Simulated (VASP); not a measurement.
# Al4Si (Al (110), 5 layers) in VASP: a series of runs

The runs below take Al4Si (Al (110), 5 layers) through single point, with PBEsol.

All numbers are computed with VASP 6.6.1; they aren't measurements. Logs are shortened: lines on timing, memory, paths and dates and some standing lists are left out, and cuts for length are marked.

### 1 The cell of the first run

The cell holds a slab with vacuum, 5 atoms: a = 2.839 Å, b = 4.015 Å, c = 21.678 Å, α = 90.00°, β = 90.00°, γ = 90.00°.

### 2 Single point, PBEsol

The input, INCAR:

```
SYSTEM = Al4Si
  PREC = Accurate
  ENCUT = 520
  EDIFF = 1E-6
  ISMEAR = -1
  SIGMA = 0.1
  LREAL = .False.
  LASPH = .True.
  NELM = 100
  ALGO = Normal
  ISIF = 2
  LWAVE = .False.
  LCHARG = .False.
  LDIPOL = .True.
  IDIPOL = 3
  DIPOL = 0.5 0.5 0.500
  GGA = PS
  NBANDS = 16
```

The input, KPOINTS:

```
Automatic mesh
0
Gamma
  13 9 1
  0 0 0
```

The input, POSCAR:

```
Al4Si
1.0
    2.8388187244      0.0000000000      0.0000000000
    0.0000000000      4.0146959412      0.0000000000
    0.0000000000      0.0000000000     21.6776000000
Si Al
1 4
Direct
    0.0000000000      0.0000000000      0.3735785802
    0.5000000000      0.5000000000      0.4345880705
    0.0000000000      0.0000000000      0.4999999986
    0.5000000000      0.5000000000      0.5654119312
    0.0000000000      0.0000000000      0.6264214195
```

Potentials or basis: VASP PAW PBE potentials, release 64 (Si, Al).

Launch:

```console
$ cat potpaw_PBE.64/Si/POTCAR potpaw_PBE.64/Al/POTCAR > POTCAR
$ mpirun -np 1 vasp_std > vasp.out
```

OUTCAR:

```text
SYSTEM = Al4Si
   PREC = Accurate
   ENCUT = 520
   EDIFF = 1E-6
   ISMEAR = -1
   LREAL = .False.
   LASPH = .True.
   NELM = 100
   ISIF = 2
   GGA = PS

 ion  position               nearest neighbor table
   1  0.000  0.000  0.374-   3 2.74   2 2.79   2 2.79   2 2.79   2 2.79
   2  0.500  0.500  0.435-   1 2.79   1 2.79   1 2.79   1 2.79   4 2.84   3 2.84   3 2.84   3 2.84
                             3 2.84
   3  0.000  0.000  0.500-   1 2.74   5 2.74   2 2.84   2 2.84   2 2.84   2 2.84   4 2.84   4 2.84
                             4 2.84   4 2.84
   4  0.500  0.500  0.565-   5 2.79   5 2.79   5 2.79   5 2.79   2 2.84   3 2.84   3 2.84   3 2.84
                             3 2.84
   5  0.000  0.000  0.626-   3 2.74   4 2.79   4 2.79   4 2.79   4 2.79

  LATTYP: Found a simple orthorhombic cell.
 ALAT       =     2.8388187244
 B/A-ratio  =     1.4142135624
 C/A-ratio  =     7.6361339362

  Lattice vectors:

 A1 = (   2.8388187244,   0.0000000000,   0.0000000000)
 A2 = (   0.0000000000,   4.0146959412,   0.0000000000)
 A3 = (   0.0000000000,   0.0000000000,  21.6776000000)

Analysis of symmetry for initial positions (statically):
=====================================================================
 Subroutine PRICEL returns:
 Original cell was already a primitive cell.

 Routine SETGRP: Setting up the symmetry group for a
 simple orthorhombic supercell.

 Subroutine GETGRP returns: Found  4 space group operations
 (whereof  4 operations were pure point group operations)
 out of a pool of  8 trial point group operations.

The static configuration has the point symmetry C_2v.

Analysis of symmetry for dynamics (positions and initial velocities):
=====================================================================
 Subroutine PRICEL returns:
 Original cell was already a primitive cell.

 Routine SETGRP: Setting up the symmetry group for a
 simple orthorhombic supercell.

 Subroutine GETGRP returns: Found  4 space group operations
 (whereof  4 operations were pure point group operations)
 out of a pool of  8 trial point group operations.

The dynamic configuration has the point symmetry C_2v.

 Subroutine INISYM returns: Found  4 space group operations
 (whereof  4 operations are pure point group operations),
 and found     1 'primitive' translations

----------------------------------------------------------------------------------------

                                     Primitive cell

  volume of cell :     247.0595

  direct lattice vectors                    reciprocal lattice vectors
     2.838818724  0.000000000  0.000000000     0.352259195  0.000000000  0.000000000
     0.000000000  4.014695941  0.000000000     0.000000000  0.249084866  0.000000000
     0.000000000  0.000000000 21.677600000     0.000000000  0.000000000  0.046130568

  length of vectors
     2.838818724  4.014695941 21.677600000     0.352259195  0.249084866  0.046130568

  position of ions in fractional coordinates (direct lattice)
     0.000000000  0.000000000  0.373578580
     0.500000000  0.500000000  0.434588070
     0.000000000  0.000000000  0.499999999
     0.500000000  0.500000000  0.565411931
     0.000000000  0.000000000  0.626421419

  ion indices of the primitive-cell ions
   primitive index   ion index
                 1           1
                 2           2
                 3           3
                 4           4
                 5           5

----------------------------------------------------------------------------------------

 KPOINTS: Automatic mesh

Automatic generation of k-mesh.
 Grid dimensions read from file:
 generate k-points for:   13    9    1

 Generating k-lattice:

  Cartesian coordinates                     Fractional coordinates (reciprocal lattice)
     0.027096861  0.000000000  0.000000000     0.076923077  0.000000000  0.000000000
     0.000000000  0.027676096  0.000000000     0.000000000  0.111111111  0.000000000
     0.000000000  0.000000000  0.046130568     0.000000000  0.000000000  1.000000000

  Length of vectors
     0.027096861  0.027676096  0.046130568

  Shift w.r.t. Gamma in fractional coordinates (k-lattice)
     0.000000000  0.000000000  0.000000000

 Subroutine IBZKPT returns following result:
 ===========================================

 Found     35 irreducible k-points:

 Following reciprocal coordinates:
            Coordinates               Weight
  0.000000  0.000000  0.000000      1.000000
  0.076923  0.000000  0.000000      2.000000
  0.153846  0.000000  0.000000      2.000000
  0.230769  0.000000  0.000000      2.000000
  0.307692  0.000000  0.000000      2.000000
  0.384615  0.000000  0.000000      2.000000
[... 16 lines left out ...]
  0.076923  0.333333  0.000000      4.000000
  0.153846  0.333333  0.000000      4.000000
 [... further k-points ...]
   k-points           NKPTS =     35   k-points in BZ     NKDIM =     35   number of bands    NBANDS=     16
   number of dos      NEDOS =    301   number of ions     NIONS =      5
   total plane-waves  NPLWV = 116640
   dimension x,y,z NGX =    24 NGY =   30 NGZ =  162
   dimension x,y,z NGXF=    48 NGYF=   60 NGZF=  324
   ions per type =               1   4
   NGX,Y,Z   is equivalent  to a cutoff of  14.05, 12.42, 12.42 a.u.
   NGXF,Y,Z  is equivalent  to a cutoff of  28.11, 24.85, 24.85 a.u.
 SYSTEM =  Al4Si
   PREC   = accura    normal or accurate (medium, high low for compatibility)
   ISTART =      0    job   : 0-new  1-cont  2-samecut
   ICHARG =      2    charge: 1-file 2-atom 10-const
   ISPIN  =      1    spin polarized calculation?
   LNONCOLLINEAR =      F non collinear calculations
   LSORBIT =      F    spin-orbit coupling
   LASPH  =      T    aspherical Exc in radial PAW
   ENCUT  =  520.0 eV  38.22 Ry    6.18 a.u.   5.28  7.46 40.31*2*pi/ulx,y,z
   NELM   =    100;   NELMIN=  2; NELMDL= -5     # of ELM steps
   EDIFF  = 0.1E-05   stopping-criterion for ELM
   LREAL  =      F    real-space projection
   EDIFFG = 0.1E-04   stopping-criterion for IOM
   NSW    =      0    number of steps for IOM
   IBRION =     -1    ionic relax: 0-MD 1-quasi-New 2-CG
   NFREE  =      0    steps in history (QN), initial steepest desc. (CG)
   ISIF   =      2    stress and relaxation
   ISYM   =      2    0-nonsym 1-usesym 2-fastsym
   POTIM  = 0.5000    time-step for ionic-motion
   TEBEG  =    0.0;   TEEND  =   0.0 temperature during run
   PSTRESS=    0.0 pullay stress
   NELECT =      16.0000    total number of electrons
   NUPDOWN=      -1.0000    fix difference up-down
   EMIN   =  10.00;   EMAX   =-10.00  energy-range for DOS
   EFERMI =   0.00;   METHOD = LEGACY
   ISMEAR =    -1;   SIGMA  =   0.10  broadening in eV -4-tet -1-fermi 0-gaus
   EFERMI_NEDOS =   21; number of points for ismear=-14 and -15
   IALGO  =     38    algorithm
   IMIX   =      4    mixing-type and parameters
     AMIX     =   0.40;   BMIX     =  1.00
     AMIX_MAG =   1.60;   BMIX_MAG =  1.00
  volume/ion in A,a.u.               =      49.41       333.45
  Fermi-wavevector in a.u.,A,eV,Ry     =   0.657427  1.242357  5.880581  0.432210
  Thomas-Fermi vector in A             =   1.728931
   LORBIT       =      0    0 simple, 1 ext, 2 COOP (PROOUT), +10 PAW based schemes
   GGA     = PS    functional components
   LHFCALC =     F    Hartree Fock is set to
   AEXX    =    0.0000 exact exchange contribution
   IVDW    =     0    specifies the selected vdW correction
   LEPSILON=     F    determine dielectric tensor
   LRPA    =     F    only Hartree local field effects (RPA)
 non-spin polarized calculation
  energy-cutoff  :      520.00
  volume of cell :      247.06
 maximum number of plane-waves:      6689
 NGX is ok and might be reduce to    24
   NGX = 11   NGY = 15   NGZ = 81

 dipolmoment           0.000000      0.000000      0.029941 electrons x Angstroem

 number of electron      16.0000001 magnetization

 dipolmoment           0.000000      0.000000     -0.028908 electrons x Angstroem

 Free energy of the ion-electron system (eV)
  ---------------------------------------------------
  ext. energy  EPLUGINS =         0.00000000
  ---------------------------------------------------
  free energy    TOTEN  =       -20.28938955 eV

  energy without entropy =      -20.19466825  energy(sigma->0) =      -20.24202890

 E-fermi :  -0.1102     XC(G=0):  -4.2935

 val. band max:       -0.1165987288   @ k =   0.3846   0.1111   0.0000
 cond. band min:      -0.1032001094   @ k =   0.3077   0.4444   0.0000
 fundamental gap:      0.0133986195
 Fermi energy:        -0.1101876727

 k-point     1 :       0.0000    0.0000    0.0000
  band No.  band energies     occupation
      1     -11.2926      2.00000
      2      -9.7924      2.00000
      3      -7.0376      2.00000
      4      -3.9842      2.00000
      5      -2.9234      2.00000
      6      -1.5412      2.00000
[... 8 lines left out ...]
     15       4.5309      0.00000
     16       4.8046      0.00000

 k-point     2 :       0.0769    0.0000    0.0000
  band No.  band energies     occupation
      1     -11.1855      2.00000
      2      -9.6860      2.00000
      3      -6.9323      2.00000
      4      -3.8821      2.00000
      5      -2.8250      2.00000
      6      -1.4433      2.00000
[... 8 lines left out ...]
     15       4.5012      0.00000
     16       4.6274      0.00000

 k-point     3 :       0.1538    0.0000    0.0000
  band No.  band energies     occupation
      1     -10.8647      2.00000
      2      -9.3677      2.00000
      3      -6.6173      2.00000
      4      -3.5776      2.00000
      5      -2.5300      2.00000
      6      -1.1500      1.99994
[... 8 lines left out ...]
     15       4.3131      0.00000
     16       4.8323      0.00000
[... 362 lines left out ...]
 k-point    23 :       0.0769    0.3333    0.0000
  band No.  band energies     occupation
      1     -10.2539      2.00000
      2      -8.8202      2.00000
      3      -7.1051      2.00000
      4      -5.9473      2.00000
      5      -5.3249      2.00000
      6      -3.0823      2.00000
[... 8 lines left out ...]
     15       5.5065      0.00000
     16       5.6409      0.00000

 k-point    24 :       0.1538    0.3333    0.0000
  band No.  band energies     occupation
      1      -9.9364      2.00000
      2      -8.5043      2.00000
      3      -6.7909      2.00000
      4      -5.6331      2.00000
      5      -5.0140      2.00000
      6      -2.7852      2.00000
[... 8 lines left out ...]
     15       5.2099      0.00000
     16       5.3072      0.00000

 [... further k-points ...]

------------------------ aborting loop because EDIFF is reached ----------------------------------------

 vacuum level on the upper side and lower side of the slab       (xc-potential included)        -0.287         0.117

  FORCE on cell =-STRESS in cart. coord.  units (eV):
  Direction    XX          YY          ZZ          XY          YZ          ZX
  --------------------------------------------------------------------------------------
  -------------------------------------------------------------------------------------
  Total       -0.9108488     -2.4746960     -1.3947858      0.0000000      0.0000000      0.0000000
  in kB       -5.9068419    -16.0483698     -9.0451666      0.0000000      0.0000000      0.0000000
  external PRESSURE =     -10.3334594 kB  Pullay stress =       0.0000000 kB

 VOLUME and BASIS-vectors are now :
 -----------------------------------------------------------------------------
  energy-cutoff  :      520.00
  volume of cell :      247.06
      direct lattice vectors                 reciprocal lattice vectors
     2.838818724  0.000000000  0.000000000     0.352259195  0.000000000  0.000000000
     0.000000000  4.014695941  0.000000000     0.000000000  0.249084866  0.000000000
     0.000000000  0.000000000 21.677600000     0.000000000  0.000000000  0.046130568

 POSITION                                       TOTAL-FORCE (eV/Angst)
 -----------------------------------------------------------------------------------
      0.00000      0.00000      8.09829         0.000000      0.000000      0.779044
      1.41941      2.00735      9.42083         0.000000      0.000000     -0.478878
      0.00000      0.00000     10.83880         0.000000      0.000000     -0.253303
      1.41941      2.00735     12.25677         0.000000      0.000000     -0.146082
      0.00000      0.00000     13.57931         0.000000      0.000000      0.099219
 -----------------------------------------------------------------------------------
    total drift:                               -0.000000      0.000000     -0.000000

  FREE ENERGIE OF THE ION-ELECTRON SYSTEM (eV)
  ---------------------------------------------------
  free  energy   TOTEN  =       -20.2893895458 eV

  energy  without entropy=      -20.1946682482  energy(sigma->0) =      -20.24202890

 vacuum level on the upper side and lower side of the slab         3.918         4.374
```

Run time: 3 min. Hardware: 1 thread of Intel Xeon 6975P-C, shared host; peak memory 0.38 GiB.

What came out:

| Item | Value |
| --- | --- |
| Free energy | -20.2894 eV |
| Largest force | 0.779 eV/Å |
| Band gap on the k mesh | zero (band 8 reaches 0.50 eV, above the bottom of band 9 at -1.08 eV) |

Forces in eV/Å, atoms in the order of the input:
```
Si   0.000  0.000  0.779
Al   0.000  0.000 -0.479
Al   0.000  0.000 -0.253
Al   0.000  0.000 -0.146
Al   0.000  0.000  0.099
```

Levels at points of the mesh, in eV from the Fermi level:
```
           k point  band 4  band 5  band 6  band 7  band 8  band 9  band 10  band 11  band 12  band 13
(0.00, 0.00, 0.00)   -3.87   -2.81   -1.43   -1.29   -0.99    0.37     1.27     2.08     3.29     3.99
```

Caveat: the PAW data sets were made with another functional, which shifts forces and pressure a little.

### 3 Single point, PBEsol

The input, INCAR:

```
PREC = Accurate ; ENCUT = 520
EDIFF = 1E-7 ; ISMEAR = -1
SIGMA = 0.1 ; LREAL = False
LASPH = True ; NELM = 100
ALGO = Normal ; ISIF = 2
LWAVE = False ; LCHARG = False
LDIPOL = True ; IDIPOL = 3
DIPOL = 0.5 0.5 0.500 ; GGA = PS
NBANDS = 16
```

The input, KPOINTS:

```
Automatic mesh
0
Gamma
  13 9 1
```

POSCAR is that of step 2.

Potentials or basis: VASP PAW PBE potentials, release 64 (Si, Al).

Launch:

```console
$ cat potpaw_PBE.64/Si/POTCAR potpaw_PBE.64/Al/POTCAR > POTCAR
$ mpirun -np 1 vasp_std > vasp.out
```

OUTCAR:

```text
PREC = Accurate
   ENCUT = 520
   EDIFF = 1E-7
   ISMEAR = -1
   LREAL = False
   LASPH = True
   NELM = 100
   ISIF = 2
   GGA = PS

 ion  position               nearest neighbor table
   1  0.000  0.000  0.374-   3 2.74   2 2.79   2 2.79   2 2.79   2 2.79
   2  0.500  0.500  0.435-   1 2.79   1 2.79   1 2.79   1 2.79   4 2.84   3 2.84   3 2.84   3 2.84
                             3 2.84
   3  0.000  0.000  0.500-   1 2.74   5 2.74   2 2.84   2 2.84   2 2.84   2 2.84   4 2.84   4 2.84
                             4 2.84   4 2.84
   4  0.500  0.500  0.565-   5 2.79   5 2.79   5 2.79   5 2.79   2 2.84   3 2.84   3 2.84   3 2.84
                             3 2.84
   5  0.000  0.000  0.626-   3 2.74   4 2.79   4 2.79   4 2.79   4 2.79

  LATTYP: Found a simple orthorhombic cell.
 ALAT       =     2.8388187244
 B/A-ratio  =     1.4142135624
 C/A-ratio  =     7.6361339362

  Lattice vectors:

 A1 = (   2.8388187244,   0.0000000000,   0.0000000000)
 A2 = (   0.0000000000,   4.0146959412,   0.0000000000)
 A3 = (   0.0000000000,   0.0000000000,  21.6776000000)

Analysis of symmetry for initial positions (statically):
=====================================================================
 Subroutine PRICEL returns:
 Original cell was already a primitive cell.

[... 627 lines left out ...]
      3      -6.7909      2.00000
      4      -5.6331      2.00000
      5      -5.0139      2.00000
      6      -2.7852      2.00000
[... 8 lines left out ...]
     15       5.2092      0.00000
     16       5.3065      0.00000

 [... further k-points ...]

------------------------ aborting loop because EDIFF is reached ----------------------------------------

 vacuum level on the upper side and lower side of the slab       (xc-potential included)        -0.242         0.204

  FORCE on cell =-STRESS in cart. coord.  units (eV):
  Direction    XX          YY          ZZ          XY          YZ          ZX
  --------------------------------------------------------------------------------------
  -------------------------------------------------------------------------------------
  Total       -0.9108626     -2.4746639     -1.3947980      0.0000000      0.0000000      0.0000000
  in kB       -5.9069313    -16.0481613     -9.0452460      0.0000000      0.0000000      0.0000000
  external PRESSURE =     -10.3334462 kB  Pullay stress =       0.0000000 kB

 VOLUME and BASIS-vectors are now :
 -----------------------------------------------------------------------------
  energy-cutoff  :      520.00
  volume of cell :      247.06
      direct lattice vectors                 reciprocal lattice vectors
     2.838818724  0.000000000  0.000000000     0.352259195  0.000000000  0.000000000
     0.000000000  4.014695941  0.000000000     0.000000000  0.249084866  0.000000000
     0.000000000  0.000000000 21.677600000     0.000000000  0.000000000  0.046130568

 POSITION                                       TOTAL-FORCE (eV/Angst)
 -----------------------------------------------------------------------------------
      0.00000      0.00000      8.09829         0.000000      0.000000      0.779036
      1.41941      2.00735      9.42083         0.000000      0.000000     -0.478880
      0.00000      0.00000     10.83880         0.000000      0.000000     -0.253295
      1.41941      2.00735     12.25677         0.000000      0.000000     -0.146071
      0.00000      0.00000     13.57931         0.000000      0.000000      0.099211
 -----------------------------------------------------------------------------------
    total drift:                               -0.000000      0.000000      0.000006

  FREE ENERGIE OF THE ION-ELECTRON SYSTEM (eV)
  ---------------------------------------------------
  free  energy   TOTEN  =       -20.2893897625 eV

  energy  without entropy=      -20.1946685976  energy(sigma->0) =      -20.24202918

 vacuum level on the upper side and lower side of the slab         3.915         4.373
```

It took 3.7 min on 1 thread of Intel Xeon 6975P-C, shared host; peak memory 0.38 GiB.

What came out:

* Free energy: -20.2894 eV
* Largest force: 0.779 eV/Å
* Band gap on the k mesh: zero (band 8 reaches 0.50 eV, above the bottom of band 9 at -1.08 eV)

Forces on the atoms (eV/Å):
```
Si   0.000  0.000  0.779
Al   0.000  0.000 -0.479
Al   0.000  0.000 -0.253
Al   0.000  0.000 -0.146
Al   0.000  0.000  0.099
```

Caveat: the PAW data sets were made with another functional, which shifts forces and pressure a little.
